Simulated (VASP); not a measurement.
# Al (I4/mmm) in VASP: notebook

The runs below take Al through single point, with PBEsol.

All numbers are computed with VASP 6.6.1; they aren't measurements. Logs are shortened: lines on timing, memory, paths and dates and some standing lists are left out, and cuts for length are marked.

### Step 1. The cell of the first run

Symmetry: I4/mmm, No. 139, tetragonal system. Conventional cell: a = 2.862 Å, b = 2.862 Å, c = 3.927 Å, α = 90.00°, β = 90.00°, γ = 90.00°. Al (site symmetry 4/mmm) has 12 Al at 2.82 to 2.86 Å within 3.7 Å.

### Step 2. Single point, PBEsol (strain -0.0300 x Voigt [0, 0, 1, 0, 0, 0])

The input, INCAR:

```
SYSTEM = Al
PREC = Accurate ; ENCUT = 520
EDIFF = 1E-6 ; ISMEAR = 0
SIGMA = 0.15 ; LREAL = .FALSE.
LASPH = .TRUE. ; NELM = 100
ALGO = Normal ; ISIF = 2
LWAVE = .FALSE. ; LCHARG = .FALSE.
GGA = PS ; NBANDS = 8
```

The input, KPOINTS:

```
Automatic mesh
0
G
  20 20 20
  0 0 0
```

The input, POSCAR:

```
Al
1.0
    0.0000000000      2.0239800000      1.9632606000
    2.0239800000      0.0000000000      1.9632606000
    2.0239800000      2.0239800000      0.0000000000
Al
1
Direct
    0.0000000000      0.0000000000      0.0000000000
```

Potentials or basis: VASP PAW PBE potentials, release 64 (Al).

Command:

```bash
> cat potpaw_PBE.64/Al/POTCAR > POTCAR
> mpirun -np 1 vasp_std > vasp.out
```

OUTCAR:

```text
SYSTEM = Al
   PREC = Accurate
   ENCUT = 520
   EDIFF = 1E-6
   ISMEAR = 0
   LREAL = .FALSE.
   LASPH = .TRUE.
   NELM = 100
   ISIF = 2
   GGA = PS

 ion  position               nearest neighbor table
   1  0.000  0.000  0.000-

  LATTYP: Found a body centered tetragonal cell.
 ALAT       =     2.8623399660
 C/A-ratio  =     1.3717871555

  Lattice vectors:

 A1 = (   0.0000000000,  -2.0239800000,  -1.9632606000)
 A2 = (   0.0000000000,   2.0239800000,  -1.9632606000)
 A3 = (   2.0239800000,   0.0000000000,   1.9632606000)

Analysis of symmetry for initial positions (statically):
=====================================================================
 Subroutine PRICEL returns:
 Original cell was already a primitive cell.

 Routine SETGRP: Setting up the symmetry group for a
 body centered tetragonal supercell.

 Subroutine GETGRP returns: Found 16 space group operations
 (whereof 16 operations were pure point group operations)
 out of a pool of 16 trial point group operations.

The static configuration has the point symmetry D_4h.

Analysis of symmetry for dynamics (positions and initial velocities):
=====================================================================
 Subroutine PRICEL returns:
 Original cell was already a primitive cell.

 Routine SETGRP: Setting up the symmetry group for a
 body centered tetragonal supercell.

 Subroutine GETGRP returns: Found 16 space group operations
 (whereof 16 operations were pure point group operations)
 out of a pool of 16 trial point group operations.

The dynamic configuration has the point symmetry D_4h.

 Subroutine INISYM returns: Found 16 space group operations
 (whereof 16 operations are pure point group operations),
 and found     1 'primitive' translations

----------------------------------------------------------------------------------------

                                     Primitive cell

  volume of cell :      16.0850

  direct lattice vectors                    reciprocal lattice vectors
     0.000000000  2.023980000  1.963260600    -0.247038014  0.247038014  0.254678365
     2.023980000  0.000000000  1.963260600     0.247038014 -0.247038014  0.254678365
     2.023980000  2.023980000  0.000000000     0.247038014  0.247038014 -0.254678365

  length of vectors
     2.819731765  2.819731765  2.862339966     0.432338560  0.432338560  0.432338560

  position of ions in fractional coordinates (direct lattice)
     0.000000000  0.000000000  0.000000000

  ion indices of the primitive-cell ions
   primitive index   ion index
                 1           1

----------------------------------------------------------------------------------------

 KPOINTS: Automatic mesh

Automatic generation of k-mesh.
 Grid dimensions read from file:
 generate k-points for:   20   20   20

 Generating k-lattice:

  Cartesian coordinates                     Fractional coordinates (reciprocal lattice)
    -0.012351901  0.012351901  0.012733918     0.050000000  0.000000000  0.000000000
     0.012351901 -0.012351901  0.012733918     0.000000000  0.050000000  0.000000000
     0.012351901  0.012351901 -0.012733918    -0.000000000 -0.000000000  0.050000000

  Length of vectors
     0.021616928  0.021616928  0.021616928

  Shift w.r.t. Gamma in fractional coordinates (k-lattice)
     0.000000000  0.000000000  0.000000000

 Subroutine IBZKPT returns following result:
 ===========================================

 Found    641 irreducible k-points:

 Following reciprocal coordinates:
            Coordinates               Weight
  0.000000  0.000000  0.000000      1.000000
  0.050000  0.000000  0.000000      8.000000
  0.100000 -0.000000  0.000000      8.000000
  0.150000  0.000000  0.000000      8.000000
  0.200000 -0.000000  0.000000      8.000000
  0.250000  0.000000  0.000000      8.000000
[... 16 lines left out ...]
 -0.400000  0.050000  0.000000      8.000000
 -0.350000  0.050000  0.000000      8.000000
 [... further k-points ...]
   k-points           NKPTS =    641   k-points in BZ     NKDIM =    641   number of bands    NBANDS=      8
   number of dos      NEDOS =    301   number of ions     NIONS =      1
   total plane-waves  NPLWV =  13824
   dimension x,y,z NGX =    24 NGY =   24 NGZ =   24
   dimension x,y,z NGXF=    48 NGYF=   48 NGZF=   48
   ions per type =               1
   NGX,Y,Z   is equivalent  to a cutoff of  14.15, 14.15, 13.94 a.u.
   NGXF,Y,Z  is equivalent  to a cutoff of  28.30, 28.30, 27.88 a.u.
 SYSTEM =  Al
   PREC   = accura    normal or accurate (medium, high low for compatibility)
   ISTART =      0    job   : 0-new  1-cont  2-samecut
   ICHARG =      2    charge: 1-file 2-atom 10-const
   ISPIN  =      1    spin polarized calculation?
   LNONCOLLINEAR =      F non collinear calculations
   LSORBIT =      F    spin-orbit coupling
   LASPH  =      T    aspherical Exc in radial PAW
   ENCUT  =  520.0 eV  38.22 Ry    6.18 a.u.   5.24  5.24  5.32*2*pi/ulx,y,z
   NELM   =    100;   NELMIN=  2; NELMDL= -5     # of ELM steps
   EDIFF  = 0.1E-05   stopping-criterion for ELM
   LREAL  =      F    real-space projection
   EDIFFG = 0.1E-04   stopping-criterion for IOM
   NSW    =      0    number of steps for IOM
   IBRION =     -1    ionic relax: 0-MD 1-quasi-New 2-CG
   NFREE  =      0    steps in history (QN), initial steepest desc. (CG)
   ISIF   =      2    stress and relaxation
   ISYM   =      2    0-nonsym 1-usesym 2-fastsym
   POTIM  = 0.5000    time-step for ionic-motion
   TEBEG  =    0.0;   TEEND  =   0.0 temperature during run
   PSTRESS=    0.0 pullay stress
   NELECT =       3.0000    total number of electrons
   NUPDOWN=      -1.0000    fix difference up-down
   EMIN   =  10.00;   EMAX   =-10.00  energy-range for DOS
   EFERMI =   0.00;   METHOD = LEGACY
   ISMEAR =     0;   SIGMA  =   0.15  broadening in eV -4-tet -1-fermi 0-gaus
   EFERMI_NEDOS =   21; number of points for ismear=-14 and -15
   IALGO  =     38    algorithm
   IMIX   =      4    mixing-type and parameters
     AMIX     =   0.40;   BMIX     =  1.00
     AMIX_MAG =   1.60;   BMIX_MAG =  1.00
  volume/ion in A,a.u.               =      16.08       108.55
  Fermi-wavevector in a.u.,A,eV,Ry     =   0.935352  1.767559 11.903513  0.874884
  Thomas-Fermi vector in A             =   2.062251
   LORBIT       =      0    0 simple, 1 ext, 2 COOP (PROOUT), +10 PAW based schemes
   GGA     = PS    functional components
   LHFCALC =     F    Hartree Fock is set to
   AEXX    =    0.0000 exact exchange contribution
   IVDW    =     0    specifies the selected vdW correction
   LEPSILON=     F    determine dielectric tensor
   LRPA    =     F    only Hartree local field effects (RPA)
 non-spin polarized calculation
 Gauss-broadening in eV      SIGMA  =   0.15
  energy-cutoff  :      520.00
  volume of cell :       16.08
 maximum number of plane-waves:       444
 NGX is ok and might be reduce to    24
   NGX = 11   NGY = 11   NGZ = 11

 number of electron       3.0000000 magnetization

 Free energy of the ion-electron system (eV)
  ---------------------------------------------------
  ext. energy  EPLUGINS =         0.00000000
  ---------------------------------------------------
  free energy    TOTEN  =        -4.09307987 eV

  energy without entropy =       -4.08881197  energy(sigma->0) =       -4.09094592

 E-fermi :   8.2390     XC(G=0): -10.3502

 val. band max:        8.2335112596   @ k =  -0.3000   0.4000   0.3000
 cond. band min:       8.2430396939   @ k =  -0.3500   0.1000   0.4000
 fundamental gap:      0.0095284343
 Fermi energy:         8.2390350445

 k-point     1 :       0.0000    0.0000    0.0000
  band No.  band energies     occupation
      1      -3.0894      2.00000
      2      20.8561      0.00000
      3      20.8561      0.00000
      4      21.1845      0.00000
      5      22.5800      0.00000
      6      22.6798      0.00000
      7      22.6798      0.00000
      8      24.9024      0.00000

 k-point     2 :       0.0500    0.0000    0.0000
  band No.  band energies     occupation
      1      -3.0203      2.00000
      2      19.6650      0.00000
      3      20.6099      0.00000
      4      20.8469      0.00000
      5      22.9469      0.00000
      6      23.0311      0.00000
      7      23.1643      0.00000
      8      25.6403      0.00000

 k-point     3 :       0.1000   -0.0000    0.0000
  band No.  band energies     occupation
      1      -2.8131      2.00000
      2      17.6739      0.00000
      3      20.1492      0.00000
      4      20.4088      0.00000
      5      23.2491      0.00000
      6      23.7123      0.00000
      7      23.7777      0.00000
      8      26.0089      0.00000

 k-point     4 :       0.1500    0.0000    0.0000
  band No.  band energies     occupation
      1      -2.4684      2.00000
      2      15.6280      0.00000
      3      19.7066      0.00000
      4      20.0115      0.00000
      5      23.1191      0.00000
      6      24.2945      0.00000
      7      24.5362      0.00000
      8      25.4626      0.00000

 k-point     5 :       0.2000   -0.0000    0.0000
  band No.  band energies     occupation
      1      -1.9874      2.00000
      2      13.6287      0.00000
      3      19.3461      0.00000
      4      19.7027      0.00000
      5      22.9520      0.00000
      6      23.6060      0.00000
      7      24.4654      0.00000
      8      26.1102      0.00000

 k-point     6 :       0.2500    0.0000    0.0000
  band No.  band energies     occupation
      1      -1.3714      2.00000
      2      11.7086      0.00000
      3      19.0869      0.00000
      4      19.4969      0.00000
      5      22.6911      0.00000
      6      22.8236      0.00000
      7      23.5803      0.00000
      8      27.2197      0.00000

 k-point     7 :       0.3000    0.0000    0.0000
  band No.  band energies     occupation
      1      -0.6222      2.00000
      2       9.8833      0.00000
      3      18.9362      0.00000
      4      19.3997      0.00000
      5      21.8353      0.00000
      6      22.6456      0.00000
      7      22.8270      0.00000
      8      26.5111      0.00000
[... 133 lines left out ...]
 k-point    20 :       0.4500    0.0500    0.0000
  band No.  band energies     occupation
      1       2.0999      2.00000
      2       5.5591      2.00000
      3      18.0678      0.00000
      4      19.4957      0.00000
      5      19.7698      0.00000
      6      21.1743      0.00000
      7      24.3871      0.00000
      8      24.6615      0.00000

 k-point    21 :       0.5000    0.0500    0.0000
  band No.  band energies     occupation
      1       3.3025      2.00000
      2       4.1617      2.00000
      3      18.3379      0.00000
      4      19.0262      0.00000
      5      19.9925      0.00000
      6      20.7194      0.00000
      7      24.1359      0.00000
      8      24.7890      0.00000

 k-point    22 :      -0.4500    0.0500    0.0000
  band No.  band energies     occupation
      1       2.8282      2.00000
      2       4.6826      2.00000
      3      18.6066      0.00000
      4      18.7249      0.00000
      5      20.3783      0.00000
      6      20.3990      0.00000
      7      23.7247      0.00000
      8      25.3031      0.00000

 k-point    23 :      -0.4000    0.0500    0.0000
  band No.  band energies     occupation
      1       1.6609      2.00000
      2       6.1377      2.00000
      3      18.2985      0.00000
      4      19.2287      0.00000
      5      20.1515      0.00000
      6      20.9263      0.00000
      7      23.4327      0.00000
      8      25.9239      0.00000

 k-point    24 :      -0.3500    0.0500    0.0000
  band No.  band energies     occupation
      1       0.6143      2.00000
      2       7.7124      2.00000
      3      18.1063      0.00000
      4      19.8465      0.00000
      5      20.0400      0.00000
      6      21.5658      0.00000
      7      23.2617      0.00000
      8      26.6376      0.00000

 [... further k-points ...]

------------------------ aborting loop because EDIFF is reached ----------------------------------------

  FORCE on cell =-STRESS in cart. coord.  units (eV):
  Direction    XX          YY          ZZ          XY          YZ          ZX
  --------------------------------------------------------------------------------------
  -------------------------------------------------------------------------------------
  Total        0.0228527      0.0228527      0.1371491      0.0000000      0.0000000      0.0000000
  in kB        2.2762860      2.2762860     13.6610239      0.0000000      0.0000000      0.0000000
  external PRESSURE =       6.0711986 kB  Pullay stress =       0.0000000 kB

 VOLUME and BASIS-vectors are now :
 -----------------------------------------------------------------------------
  energy-cutoff  :      520.00
  volume of cell :       16.08
      direct lattice vectors                 reciprocal lattice vectors
     0.000000000  2.023980000  1.963260600    -0.247038014  0.247038014  0.254678365
     2.023980000  0.000000000  1.963260600     0.247038014 -0.247038014  0.254678365
     2.023980000  2.023980000  0.000000000     0.247038014  0.247038014 -0.254678365

 POSITION                                       TOTAL-FORCE (eV/Angst)
 -----------------------------------------------------------------------------------
      0.00000      0.00000      0.00000         0.000000     -0.000000     -0.000000
 -----------------------------------------------------------------------------------
    total drift:                               -0.000000      0.000000     -0.000000

  FREE ENERGIE OF THE ION-ELECTRON SYSTEM (eV)
  ---------------------------------------------------
  free  energy   TOTEN  =        -4.0930798719 eV

  energy  without entropy=       -4.0888119708  energy(sigma->0) =       -4.09094592
```

It took 27 s on 1 thread of Intel Xeon 6975P-C, shared host; peak memory 0.19 GiB.

What came out:

```
Free energy : -4.0931 eV
Pressure    : 0.6 GPa
```

Stress tensor (GPa, compression positive):
```
0.23 0.00 0.00
0.00 0.23 0.00
0.00 0.00 1.37
```

Levels at points of the mesh, in eV from the Fermi level:
| k point | band 1 | band 2 | band 3 | band 4 | band 5 |
| --- | --- | --- | --- | --- | --- |
| (0.00, 0.00, 0.00) | -11.33 | 12.62 | 12.62 | 12.95 | 14.34 |
| (0.50, 0.00, 0.00) | -4.72 | -4.43 | 11.19 | 11.27 | 11.84 |
| (0.50, 0.50, 0.00) | -2.69 | -1.21 | 5.00 | 5.31 | 5.31 |
| (0.50, 0.00, 0.50) | -3.15 | -1.84 | 5.37 | 5.78 | 5.99 |

Caveat: the cell differs from its parent crystal (strain -0.0300 x Voigt [0, 0, 1, 0, 0, 0]); the PAW data sets were made with another functional, which shifts forces and pressure a little.

### Step 3. Single point, PBEsol (strain -0.0150 x Voigt [0, 0, 1, 0, 0, 0])

The input, INCAR:

```
PREC     = Accurate       # precision mode
ENCUT    = 520            # plane-wave cutoff, eV
EDIFF    = 1E-7           # SCF threshold, eV
ISMEAR   = 0              # smearing method
SIGMA    = 0.15           # smearing width, eV
LREAL    = False          # projectors in reciprocal space
LASPH    = True           # aspherical terms in the spheres
NELM     = 100            # most SCF steps
ALGO     = Fast           # electronic algorithm
ISIF     = 2              # what is computed and relaxed
LWAVE    = False          # write WAVECAR
LCHARG   = True           # write CHGCAR
GGA      = PS             # functional
LELF     = True           # ELF
LVHAR    = True         
NBANDS   = 8              # bands
```

The input, KPOINTS:

```
Automatic mesh
0
Gamma
  20 20 20
```

The input, POSCAR:

```
Al
1.0
    0.0000000000      2.0239800000      1.9936203000
    2.0239800000      0.0000000000      1.9936203000
    2.0239800000      2.0239800000      0.0000000000
Al
1
Direct
    0.0000000000      0.0000000000      0.0000000000
```

Potentials or basis: VASP PAW PBE potentials, release 64 (Al).

Command:

```bash
> cat potpaw_PBE.64/Al/POTCAR > POTCAR
> mpirun -np 1 vasp_std > vasp.out
```

Wall time 40 s (1 thread of Intel Xeon 6975P-C, shared host); peak memory 0.19 GiB.

The run converged. Its results:

```yaml
Free_energy: -4.0936 eV
Pressure: -0.7 GPa
```

Stress tensor (GPa, compression positive):
```
-0.78  0.00  0.00
 0.00 -0.78  0.00
 0.00  0.00 -0.56
```

Levels at points of the mesh, in eV from the Fermi level:
```tsv
k point	band 1	band 2	band 3	band 4	band 5	band 6
(0.00, 0.00, 0.00)	-11.24	12.56	12.56	12.73	14.15	14.20
(0.50, 0.00, 0.00)	-4.67	-4.42	11.28	11.28	11.61	11.64
(0.50, 0.50, 0.00)	-2.83	-1.44	5.10	5.41	5.41	8.93
(0.50, 0.00, 0.50)	-3.05	-1.75	5.28	5.64	5.75	9.21
```

Caveat: the cell differs from its parent crystal (strain -0.0150 x Voigt [0, 0, 1, 0, 0, 0]); the PAW data sets were made with another functional, which shifts forces and pressure a little.
